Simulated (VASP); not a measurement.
# Li (a cell with a defect) in VASP: notebook

Runs on Li (a cell with a defect). Level: PBEsol. Tasks: single point.

Program: VASP 6.6.1. These are calculated values, not measurements. Logs are shortened: lines on timing, memory, paths and dates and some standing lists are left out, and cuts for length are marked.

## 1. The cell of the first run

The cell holds a defect, 17 atoms: a = 6.980 Å, b = 6.980 Å, c = 6.980 Å, α = 90.00°, β = 90.00°, γ = 90.00°.

## 2. Single point, PBEsol

INCAR

```
PREC     = Accurate       # precision mode
ENCUT    = 520            # plane-wave cutoff, eV
EDIFF    = 1E-6           # SCF threshold, eV
ISMEAR   = -1             # smearing method
SIGMA    = 0.15           # smearing width, eV
LREAL    = Auto         
LASPH    = T              # aspherical terms in the spheres
NELM     = 100            # most SCF steps
ALGO     = Normal         # electronic algorithm
ISIF     = 2              # what is computed and relaxed
LWAVE    = F              # write WAVECAR
LCHARG   = F              # write CHGCAR
GGA      = PS             # functional
NBANDS   = 40             # bands
```

KPOINTS

```
regular mesh
0
Gamma
  3 3 3
```

POSCAR

```
Li
1.0
    6.9800000000      0.0000000000      0.0000000000
    0.0000000000      6.9800000000      0.0000000000
    0.0000000000      0.0000000000      6.9800000000
Li
17
Direct
    0.0057872270     -0.0086136058     -0.0269070349
    0.5079098081      0.0012976726     -0.0141436091
   -0.0145547256      0.5158176081     -0.0372048057
    0.0007657093     -0.0053844691      0.4923096364
    0.2459534827      0.2513451112      0.2328121728
    0.5237551613      0.4774610495      0.0069776999
    0.3898220186     -0.0803493474      0.5658138418
    0.8350303338      0.2938304201      0.2060536227
    0.0134907272      0.5150173376      0.5013205613
    0.2489876238      0.7420255433      0.2272688545
    0.2523593933      0.2578786096      0.7434350010
    0.5057779184      0.4985624524      0.4828428605
    0.7526823300      0.7475796206      0.2384411148
    0.7495234565      0.2473140465      0.7328389847
    0.2563607668      0.6927140914      0.7972821747
    0.7376326613      0.7552500719      0.7280285063
    0.6020880274      0.1029467174      0.3737864782
```

Potentials or basis: VASP PAW PBE potentials, release 64 (Li_sv).

The run is started by

```
> cat potpaw_PBE.64/Li_sv/POTCAR > POTCAR
> mpirun -np 1 vasp_std > vasp.out
```

OUTCAR:

```text
PREC = Accurate
   ENCUT = 520
   EDIFF = 1E-6
   ISMEAR = -1
   LREAL = Auto
   LASPH = T
   NELM = 100
   ISIF = 2
   GGA = PS

 ion  position               nearest neighbor table
   1  0.006  0.991  0.973-
   2  0.508  0.001  0.986-
   3  0.985  0.516  0.963-   8 2.53  15 2.54
   4  0.001  0.995  0.492-
   5  0.246  0.251  0.233-
   6  0.524  0.477  0.007-
   7  0.390  0.920  0.566-  17 2.37  15 2.45
   8  0.835  0.294  0.206-  17 2.41   3 2.53
   9  0.013  0.515  0.501-
  10  0.249  0.742  0.227-
  11  0.252  0.258  0.743-
  12  0.506  0.499  0.483-
  13  0.753  0.748  0.238-
  14  0.750  0.247  0.733-
  15  0.256  0.693  0.797-   7 2.45   3 2.54
  16  0.738  0.755  0.728-
  17  0.602  0.103  0.374-   7 2.37   8 2.41

  LATTYP: Found a simple cubic cell.
 ALAT       =     6.9800000000

  Lattice vectors:

 A1 = (   6.9800000000,   0.0000000000,   0.0000000000)
 A2 = (   0.0000000000,   6.9800000000,   0.0000000000)
 A3 = (   0.0000000000,   0.0000000000,   6.9800000000)

Analysis of symmetry for initial positions (statically):
=====================================================================
 Subroutine PRICEL returns:
 Original cell was already a primitive cell.

 Routine SETGRP: Setting up the symmetry group for a
 simple cubic supercell.

 Subroutine GETGRP returns: Found  1 space group operations
 (whereof  1 operations were pure point group operations)
 out of a pool of 48 trial point group operations.

The static configuration has the point symmetry C_1 .

Analysis of symmetry for dynamics (positions and initial velocities):
=====================================================================
 Subroutine PRICEL returns:
 Original cell was already a primitive cell.

 Routine SETGRP: Setting up the symmetry group for a
 simple cubic supercell.

 Subroutine GETGRP returns: Found  1 space group operations
 (whereof  1 operations were pure point group operations)
 out of a pool of 48 trial point group operations.

The dynamic configuration has the point symmetry C_1 .

 Subroutine INISYM returns: Found  1 space group operations
 (whereof  1 operations are pure point group operations),
 and found     1 'primitive' translations

----------------------------------------------------------------------------------------

                                     Primitive cell

  volume of cell :     340.0684

  direct lattice vectors                    reciprocal lattice vectors
     6.980000000  0.000000000  0.000000000     0.143266476  0.000000000  0.000000000
     0.000000000  6.980000000  0.000000000     0.000000000  0.143266476  0.000000000
     0.000000000  0.000000000  6.980000000     0.000000000  0.000000000  0.143266476

  length of vectors
     6.980000000  6.980000000  6.980000000     0.143266476  0.143266476  0.143266476

  position of ions in fractional coordinates (direct lattice)
     0.005787227  0.991386394  0.973092965
     0.507909808  0.001297673  0.985856391
     0.985445274  0.515817608  0.962795194
     0.000765709  0.994615531  0.492309636
     0.245953483  0.251345111  0.232812173
     0.523755161  0.477461050  0.006977700
[... 9 lines left out ...]
     0.737632661  0.755250072  0.728028506
     0.602088027  0.102946717  0.373786478

  ion indices of the primitive-cell ions
   primitive index   ion index
                 1           1
                 2           2
                 3           3
                 4           4
                 5           5
                 6           6
[... 9 lines left out ...]
                16          16
                17          17

----------------------------------------------------------------------------------------

 KPOINTS: regular mesh

Automatic generation of k-mesh.
 Grid dimensions read from file:
 generate k-points for:    3    3    3

 Generating k-lattice:

  Cartesian coordinates                     Fractional coordinates (reciprocal lattice)
     0.047755492  0.000000000  0.000000000     0.333333333  0.000000000  0.000000000
     0.000000000  0.047755492  0.000000000     0.000000000  0.333333333  0.000000000
     0.000000000  0.000000000  0.047755492     0.000000000  0.000000000  0.333333333

  Length of vectors
     0.047755492  0.047755492  0.047755492

  Shift w.r.t. Gamma in fractional coordinates (k-lattice)
     0.000000000  0.000000000  0.000000000

 Subroutine IBZKPT returns following result:
 ===========================================

 Found     14 irreducible k-points:

 Following reciprocal coordinates:
            Coordinates               Weight
  0.000000  0.000000  0.000000      1.000000
  0.333333  0.000000  0.000000      2.000000
  0.000000  0.333333  0.000000      2.000000
  0.000000  0.000000  0.333333      2.000000
  0.333333  0.333333  0.000000      2.000000
  0.000000  0.333333  0.333333      2.000000
  0.333333  0.000000  0.333333      2.000000
 -0.333333  0.333333  0.000000      2.000000
 -0.333333  0.000000  0.333333      2.000000
  0.000000 -0.333333  0.333333      2.000000
  0.333333  0.333333  0.333333      2.000000
 -0.333333  0.333333  0.333333      2.000000
 -0.333333 -0.333333  0.333333      2.000000
  0.333333 -0.333333  0.333333      2.000000
   k-points           NKPTS =     14   k-points in BZ     NKDIM =     14   number of bands    NBANDS=     40
   number of dos      NEDOS =    301   number of ions     NIONS =     17
   total plane-waves  NPLWV = 157464
   dimension x,y,z NGX =    54 NGY =   54 NGZ =   54
   dimension x,y,z NGXF=   108 NGYF=  108 NGZF=  108
   ions per type =              17
   NGX,Y,Z   is equivalent  to a cutoff of  12.86, 12.86, 12.86 a.u.
   NGXF,Y,Z  is equivalent  to a cutoff of  25.72, 25.72, 25.72 a.u.
 SYSTEM =  unknown system
   PREC   = accura    normal or accurate (medium, high low for compatibility)
   ISTART =      0    job   : 0-new  1-cont  2-samecut
   ICHARG =      2    charge: 1-file 2-atom 10-const
   ISPIN  =      1    spin polarized calculation?
   LNONCOLLINEAR =      F non collinear calculations
   LSORBIT =      F    spin-orbit coupling
   LASPH  =      T    aspherical Exc in radial PAW
   ENCUT  =  520.0 eV  38.22 Ry    6.18 a.u.  12.98 12.98 12.98*2*pi/ulx,y,z
   NELM   =    100;   NELMIN=  2; NELMDL= -5     # of ELM steps
   EDIFF  = 0.1E-05   stopping-criterion for ELM
   LREAL  =      T    real-space projection
   EDIFFG = 0.1E-04   stopping-criterion for IOM
   NSW    =      0    number of steps for IOM
   IBRION =     -1    ionic relax: 0-MD 1-quasi-New 2-CG
   NFREE  =      0    steps in history (QN), initial steepest desc. (CG)
   ISIF   =      2    stress and relaxation
   ISYM   =      2    0-nonsym 1-usesym 2-fastsym
   POTIM  = 0.5000    time-step for ionic-motion
   TEBEG  =    0.0;   TEEND  =   0.0 temperature during run
   PSTRESS=    0.0 pullay stress
   NELECT =      51.0000    total number of electrons
   NUPDOWN=      -1.0000    fix difference up-down
   EMIN   =  10.00;   EMAX   =-10.00  energy-range for DOS
   EFERMI =   0.00;   METHOD = LEGACY
   ISMEAR =    -1;   SIGMA  =   0.15  broadening in eV -4-tet -1-fermi 0-gaus
   EFERMI_NEDOS =   21; number of points for ismear=-14 and -15
   IALGO  =     38    algorithm
   IMIX   =      4    mixing-type and parameters
     AMIX     =   0.40;   BMIX     =  1.00
     AMIX_MAG =   1.60;   BMIX_MAG =  1.00
  volume/ion in A,a.u.               =      20.00       134.99
  Fermi-wavevector in a.u.,A,eV,Ry     =   0.869780  1.643646 10.293044  0.756517
  Thomas-Fermi vector in A             =   1.988651
   LORBIT       =      0    0 simple, 1 ext, 2 COOP (PROOUT), +10 PAW based schemes
   GGA     = PS    functional components
   LHFCALC =     F    Hartree Fock is set to
   AEXX    =    0.0000 exact exchange contribution
   IVDW    =     0    specifies the selected vdW correction
   LEPSILON=     F    determine dielectric tensor
   LRPA    =     F    only Hartree local field effects (RPA)
 non-spin polarized calculation
  energy-cutoff  :      520.00
  volume of cell :      340.07
 maximum number of plane-waves:      9180
 NGX is ok and might be reduce to    54
   NGX = 25   NGY = 25   NGZ = 25

 number of electron      50.9999999 magnetization

 Free energy of the ion-electron system (eV)
  ---------------------------------------------------
  ext. energy  EPLUGINS =         0.00000000
  ---------------------------------------------------
  free energy    TOTEN  =       -33.05407797 eV

  energy without entropy =      -32.53825632  energy(sigma->0) =      -32.79616715

 E-fermi :   0.6194     XC(G=0):  -7.0455

 val. band max:        0.6092160269   @ k =   0.0000  -0.3333   0.3333
 cond. band min:       0.6268603864   @ k =   0.0000   0.3333   0.3333
 fundamental gap:      0.0176443595
 Fermi energy:         0.6193963093

 k-point     1 :       0.0000    0.0000    0.0000
  band No.  band energies     occupation
      1     -45.4372      2.00000
      2     -45.3948      2.00000
      3     -45.3169      2.00000
      4     -45.2971      2.00000
      5     -45.2816      2.00000
      6     -45.2746      2.00000
[... 29 lines left out ...]
     36       3.7211      0.00000
     37       3.7411      0.00000

 k-point     2 :       0.3333    0.0000    0.0000
  band No.  band energies     occupation
      1     -45.4371      2.00000
      2     -45.3949      2.00000
      3     -45.3168      2.00000
      4     -45.2971      2.00000
      5     -45.2816      2.00000
      6     -45.2747      2.00000
[... 29 lines left out ...]
     36       3.7862      0.00000
     37       3.8835      0.00000

 k-point     3 :       0.0000    0.3333    0.0000
  band No.  band energies     occupation
      1     -45.4371      2.00000
      2     -45.3949      2.00000
      3     -45.3167      2.00000
      4     -45.2972      2.00000
      5     -45.2819      2.00000
      6     -45.2744      2.00000
[... 29 lines left out ...]
     36       3.7476      0.00000
     37       3.8098      0.00000

 k-point     4 :       0.0000    0.0000    0.3333
  band No.  band energies     occupation
      1     -45.4371      2.00000
      2     -45.3949      2.00000
      3     -45.3167      2.00000
      4     -45.2971      2.00000
      5     -45.2816      2.00000
      6     -45.2753      2.00000
[... 29 lines left out ...]
     36       3.7422      0.00000
     37       3.8318      0.00000
[... 282 lines left out ...]
  band No.  band energies     occupation
      1     -45.4370      2.00000
      2     -45.3950      2.00000
      3     -45.3168      2.00000
      4     -45.2972      2.00000
      5     -45.2817      2.00000
      6     -45.2751      2.00000
[... 29 lines left out ...]
     36       3.5851      0.00000
     37       3.9944      0.00000

 k-point    13 :      -0.3333   -0.3333    0.3333
  band No.  band energies     occupation
      1     -45.4371      2.00000
      2     -45.3950      2.00000
      3     -45.3168      2.00000
      4     -45.2972      2.00000
      5     -45.2817      2.00000
      6     -45.2751      2.00000
[... 29 lines left out ...]
     36       3.8721      0.00000
     37       3.9321      0.00000

 k-point    14 :       0.3333   -0.3333    0.3333
  band No.  band energies     occupation
      1     -45.4370      2.00000
      2     -45.3950      2.00000
      3     -45.3168      2.00000
      4     -45.2972      2.00000
      5     -45.2818      2.00000
      6     -45.2751      2.00000
[... 29 lines left out ...]
     36       3.7123      0.00000
     37       3.9118      0.00000
 [bands above 37 left out]

------------------------ aborting loop because EDIFF is reached ----------------------------------------

  FORCE on cell =-STRESS in cart. coord.  units (eV):
  Direction    XX          YY          ZZ          XY          YZ          ZX
  --------------------------------------------------------------------------------------
  -------------------------------------------------------------------------------------
  Total        0.7700291      0.3121072      0.4401428      0.8509690     -0.8116996     -0.8178181
  in kB        3.6278676      1.4704425      2.0736616      4.0092031     -3.8241916     -3.8530178
  external PRESSURE =       2.3906572 kB  Pullay stress =       0.0000000 kB

 VOLUME and BASIS-vectors are now :
 -----------------------------------------------------------------------------
  energy-cutoff  :      520.00
  volume of cell :      340.07
      direct lattice vectors                 reciprocal lattice vectors
     6.980000000  0.000000000  0.000000000     0.143266476  0.000000000  0.000000000
     0.000000000  6.980000000  0.000000000     0.000000000  0.143266476  0.000000000
     0.000000000  0.000000000  6.980000000     0.000000000  0.000000000  0.143266476

 POSITION                                       TOTAL-FORCE (eV/Angst)
 -----------------------------------------------------------------------------------
      0.04039      6.91988      6.79219        -0.003767     -0.008772      0.010758
      3.54521      0.00906      6.88128        -0.000994      0.002711     -0.004791
      6.87841      3.60041      6.72031        -0.015424      0.001003      0.009635
      0.00534      6.94242      3.43632        -0.010854     -0.005090      0.005092
      1.71676      1.75439      1.62503         0.001300      0.009594     -0.002004
      3.65581      3.33268      0.04870        -0.009171     -0.000898      0.004455
[... 9 lines left out ...]
      5.14868      5.27165      5.08164        -0.000849      0.003588     -0.002204
      4.20257      0.71857      2.60903        -0.007473     -0.006487      0.007432
 -----------------------------------------------------------------------------------
    total drift:                               -0.014236      0.009036     -0.012694

  FREE ENERGIE OF THE ION-ELECTRON SYSTEM (eV)
  ---------------------------------------------------
  free  energy   TOTEN  =       -33.0540779734 eV

  energy  without entropy=      -32.5382563211  energy(sigma->0) =      -32.79616715
```

Run time: 2.9 min. Hardware: 1 thread of AMD EPYC 9R45 (Zen 5), shared host; peak memory 0.37 GiB.

Results:

* Free energy: -33.0541 eV
* Largest force: 0.030 eV/Å
* Band gap on the k mesh: zero (an odd number of electrons rules out a gap without spin polarisation)

Forces on the atoms (eV/Å):
```
Li  -0.004 -0.009  0.011
Li  -0.001  0.003 -0.005
Li  -0.015  0.001  0.010
Li  -0.011 -0.005  0.005
Li   0.001  0.010 -0.002
Li  -0.009 -0.001  0.004
Li  -0.005 -0.014  0.007
Li   0.021  0.014 -0.017
Li  -0.003  0.001 -0.008
Li   0.012  0.002 -0.005
Li   0.008 -0.009 -0.003
Li  -0.004 -0.001  0.002
Li   0.010 -0.001  0.000
Li  -0.003 -0.007 -0.003
Li   0.011  0.019 -0.002
Li  -0.001  0.004 -0.002
Li  -0.007 -0.006  0.007
```

Caveat: the cutoff is under 1.25 times the usual one of these potentials, so pressure, stress and relaxed cells hold a basis-set (Pulay) error; the PAW data sets were made with another functional, which shifts forces and pressure a little.

## 3. Single point, PBEsol

INCAR

```
  PREC = Accurate
  ENCUT = 520
  EDIFF = 1E-7
  ISMEAR = -1
  SIGMA = 0.15
  LREAL = Auto
  LASPH = True
  NELM = 60
  ALGO = Normal
  ISIF = 2
  LWAVE = False
  LCHARG = False
  GGA = PS
  NBANDS = 40
```

KPOINTS is that of step 2.

POSCAR

```
Li
1.0
    6.9800000000      0.0000000000      0.0000000000
    0.0000000000      6.9800000000      0.0000000000
    0.0000000000      0.0000000000      6.9800000000
Li
17
Direct
   -0.0115648997     -0.0228431232      0.0046759312
    0.4939729226     -0.0040316619      0.0223919771
    0.0464560172      0.5598134670     -0.0673815186
    0.0100475645     -0.0523303725      0.5441796562
    0.2166120344      0.2294021490      0.2586722063
    0.4745836676      0.4723561605      0.0191449857
    0.4477338109     -0.0199763610      0.5120489971
    0.8368959885      0.3647846705      0.1234180516
   -0.0103659026      0.4831253582      0.5117952722
    0.2325683381      0.7281852436      0.2577941261
    0.2327796562      0.2335627507      0.7640223496
    0.4934734957      0.4655118911      0.4908542980
    0.7354730659      0.7330279370      0.2619191977
    0.7343614613      0.2298732092      0.7560734957
    0.2963070201      0.7379547278      0.7479542980
    0.7211402579      0.7316755014      0.7556969914
    0.7326083095      0.1347371060      0.3536299427
```

Potentials or basis: VASP PAW PBE potentials, release 64 (Li_sv).

The run is started by

```
> cat potpaw_PBE.64/Li_sv/POTCAR > POTCAR
> mpirun -np 1 vasp_std > vasp.out
```

It took 3.5 min on 1 thread of AMD EPYC 9R45 (Zen 5), shared host; peak memory 0.37 GiB.

Results (log left out):

| Item | Value |
| --- | --- |
| Free energy | -33.0512 eV |
| Largest force | 0.020 eV/Å |
| Band gap on the k mesh | zero (an odd number of electrons rules out a gap without spin polarisation) |

Forces in eV/Å, atoms in the order of the input:
```
Li   0.000  0.002  0.002
Li   0.001  0.005  0.006
Li  -0.003 -0.002 -0.010
Li   0.012 -0.014  0.007
Li  -0.009  0.002 -0.001
Li  -0.011  0.000 -0.002
Li   0.015  0.005 -0.003
Li   0.012  0.007  0.004
Li   0.003 -0.006  0.007
Li  -0.006 -0.001  0.004
Li  -0.004  0.004 -0.003
Li   0.003 -0.012 -0.001
Li   0.000 -0.001 -0.001
Li  -0.002 -0.002  0.003
Li   0.012  0.003 -0.001
Li  -0.017  0.002  0.001
Li  -0.007  0.008 -0.011
```

Levels at points of the mesh, in eV from the Fermi level:
| k point | band 21 | band 22 | band 23 | band 24 | band 25 | band 26 | band 27 | band 28 | band 29 | band 30 |
| --- | --- | --- | --- | --- | --- | --- | --- | --- | --- | --- |
| (0.00, 0.00, 0.00) | -1.21 | -1.19 | -1.16 | -1.16 | -0.01 | 0.04 | 0.31 | 0.33 | 0.37 | 0.40 |

Caveat: the cutoff is under 1.25 times the usual one of these potentials, so pressure, stress and relaxed cells hold a basis-set (Pulay) error; the PAW data sets were made with another functional, which shifts forces and pressure a little.

The gap in the log of VASP goes by the Fermi energy; the results here count the filled bands.